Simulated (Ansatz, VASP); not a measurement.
Two plane-wave programs on VCr2Si2

Contents of INCAR:

```
SYSTEM = VCr2Si2
ALGO = Normal
EDIFF = 1E-6
ENCUT = 600
GGA = PE
GGA_COMPAT = .FALSE.
ISIF = 2
ISMEAR = 0
LASPH = .TRUE.
LCHARG = .TRUE.
LDAU = .TRUE.
LDAUJ = 0 0 0
LDAUL = -1 2 -1
LDAUPRINT = 1
LDAUTYPE = 2
LDAUU = 0 4 0
LELF = .TRUE.
LMAXMIX = 4
LREAL = .FALSE.
LVHAR = .TRUE.
LWAVE = .FALSE.
NBANDS = 60
NELM = 200
PREC = Accurate
SIGMA = 0.1595
```

File KPOINTS:

```
k-points
0
G
  6 6 3
  0 0 0
```

Contents of POSCAR:

```
VCr2Si2
1.0
    3.1577990000      0.0000000000      0.0000000000
    1.5789000000     -5.1361260000      0.0000000000
    0.0000000000      0.0000000000     -7.7440210000
Cr V Si
4 2 4
Direct
    0.1420000000      0.7160000000      0.9310000000
    0.8580000000      0.2840000000      0.4310000000
    0.8580000000      0.2840000000      0.0690000000
    0.1420000000      0.7160000000      0.5690000000
    0.4060000000      0.1880000000      0.7500000000
    0.5940000000      0.8120000000      0.2500000000
    0.7550000000      0.4900000000      0.7500000000
    0.2450000000      0.5100000000      0.2500000000
    0.5000000000      0.0000000000      0.0000000000
    0.5000000000      0.0000000000      0.5000000000
```

Input for Ansatz:

```yaml
crystal:
  lattice:
    - [3.157799, 0.0, 0.0]
    - [1.5789, -5.136126, 0.0]
    - [0.0, 0.0, -7.744021]
  atoms:
    - { symbol: Cr, position: [0.142, 0.716, 0.931] }
    - { symbol: Cr, position: [0.858, 0.284, 0.431] }
    - { symbol: Cr, position: [0.858, 0.284, 0.069] }
    - { symbol: Cr, position: [0.142, 0.716, 0.569] }
    - { symbol: V, position: [0.406, 0.188, 0.75] }
    - { symbol: V, position: [0.594, 0.812, 0.25] }
    - { symbol: Si, position: [0.755, 0.49, 0.75] }
    - { symbol: Si, position: [0.245, 0.51, 0.25] }
    - { symbol: Si, position: [0.5, 0.0, 0.0] }
    - { symbol: Si, position: [0.5, 0.0, 0.5] }
  symmetry: { tolerance: 0.0003 }
kpoints:
  mp_grid: { grid: [6, 6, 3], shift: [0, 0, 0] }
magnetization:
  spin_polarized: false
scf:
  occupations: { method: gaussian, width: 0.1595 }
  initial_density: { chi_scale: 0.0 }
hamiltonian:
  pseudopotentials: { kind: paw }
  xc: pbe
  hubbard: { sites: [{ species: V, l: d, u_eff: 4.0 }], double_counting: fll }
basis:
  ecutwfc: 420
output:
  forces: true
  stress: true
  eigenvalues: true
```

Alike in both runs: task single point; functional PBE; k mesh 6 × 6 × 3; occupations gaussian, width 0.1595 eV; no spin polarisation; Hubbard terms V d U = 4.0 eV.

|  | VASP | Ansatz |
| --- | --- | --- |
| version | VASP 6.6.1 | Ansatz 0.2.0 |
| potentials or method | VASP PAW PBE potentials, release 64 (Cr_sv, V_sv, Si), cutoff 600 eV | PAW plane waves |
| valence electrons in the cell | 98 | 98 |

|  | VASP | Ansatz | Ansatz less VASP |
| --- | --- | --- | --- |
| gap on the k mesh at the Fermi level (eV) | none | none | - |
| pressure (GPa) | 21.3 | 21.4 | +0.02 |
| traceless stress, the component that is largest in VASP (GPa) | -3.04 | -3.32 | -0.278 |
| rms of the force components (eV/Å) | 0.873 | 0.821 | -0.0518 |

The programs project onto different local orbitals, so the same U acts differently, and such runs can settle in different states. Atom by atom the forces differ by 0.074 eV/Å (rms over components). A gap of «none» marks a metal or a gap that the smearing closes. Ansatz's warnings: filled band counts differ across k points.
